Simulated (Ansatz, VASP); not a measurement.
## Ge in VASP and in Ansatz

The input INCAR:

```
  PREC = Accurate
  ENCUT = 520
  EDIFF = 1E-6
  ISMEAR = 0
  SIGMA = 0.15
  LREAL = F
  LASPH = T
  NELM = 100
  ALGO = Normal
  ISIF = 2
  LWAVE = F
  LCHARG = F
  GGA = CA
  NBANDS = 66
```

KPOINTS

```
regular mesh
0
Gamma
  8 8 8
```

POSCAR

```
Ge
1.0
   -3.4374563581      3.4374563581      3.4374563581
    3.4374563581     -3.4374563581      3.4374563581
    3.4374563581      3.4374563581     -3.4374563581
Ge
8
Direct
    0.5000000000      0.0000000000      0.7958727303
    0.7958727303      0.5000000000      0.0000000000
    0.0000000000      0.7958727303      0.5000000000
    0.7041272697      0.7041272697      0.7041272697
    0.5000000000      0.0000000000      0.2041272697
    0.2041272697      0.5000000000      0.0000000000
    0.0000000000      0.2041272697      0.5000000000
    0.2958727303      0.2958727303      0.2958727303
```

Input for Ansatz:

```yaml
crystal:
  lattice:
    - [-3.4374563581, 3.4374563581, 3.4374563581]
    - [3.4374563581, -3.4374563581, 3.4374563581]
    - [3.4374563581, 3.4374563581, -3.4374563581]
  atoms:
    - { symbol: Ge, position: [0.5, 0.0, 0.7958727303] }
    - { symbol: Ge, position: [0.7958727303, 0.5, 0.0] }
    - { symbol: Ge, position: [0.0, 0.7958727303, 0.5] }
    - { symbol: Ge, position: [0.7041272697, 0.7041272697, 0.7041272697] }
    - { symbol: Ge, position: [0.5, 0.0, 0.2041272697] }
    - { symbol: Ge, position: [0.2041272697, 0.5, 0.0] }
    - { symbol: Ge, position: [0.0, 0.2041272697, 0.5] }
    - { symbol: Ge, position: [0.2958727303, 0.2958727303, 0.2958727303] }
basis:
  ecutwfc: 420
kpoints:
  mp_grid: { grid: [8, 8, 8] }
hamiltonian:
  xc: lda
  pseudopotentials: { kind: paw, azcp: { folder: soft_1 } }
scf:
  occupations: { method: gaussian, width: 0.15 }
output:
  forces: true
  stress: true
  eigenvalues: true
  write_density: true
  write_potential: true
  elf: true
  volumetric_format: npy
```

Alike in both runs: task single point; functional LDA; k mesh 8 × 8 × 8; occupations gaussian, width 0.15 eV; no spin polarisation.

|  | VASP | Ansatz |
| --- | --- | --- |
| version | VASP 6.6.1 | Ansatz 0.2.0 |
| potentials or method | VASP PAW LDA potentials, release 64 (Ge_d), cutoff 520 eV | scalar-relativistic, plane waves, PAW |
| valence electrons in the cell | 112 | 112 |

Ansatz gave:

| Quantity | Value |
| --- | --- |
| gap on the k mesh at the Fermi level (eV) | none |
| pressure (GPa) | 0.0 |
| rms of the force components (eV/Å) | 0.004 |

Q: Which values does VASP return?

A: gap on the k mesh at the Fermi level (eV): none; pressure (GPa): 0.1; rms of the force components (eV/Å): 0.009.

Ansatz warns that its potentials were made for another functional, while VASP's fit it. LDA's correlation is that of Perdew and Zunger in VASP and of Perdew and Wang (1992) in Ansatz. Atom by atom the forces differ by 0.005 eV/Å (rms over components). A gap of «none» marks a metal or a gap that the smearing closes.
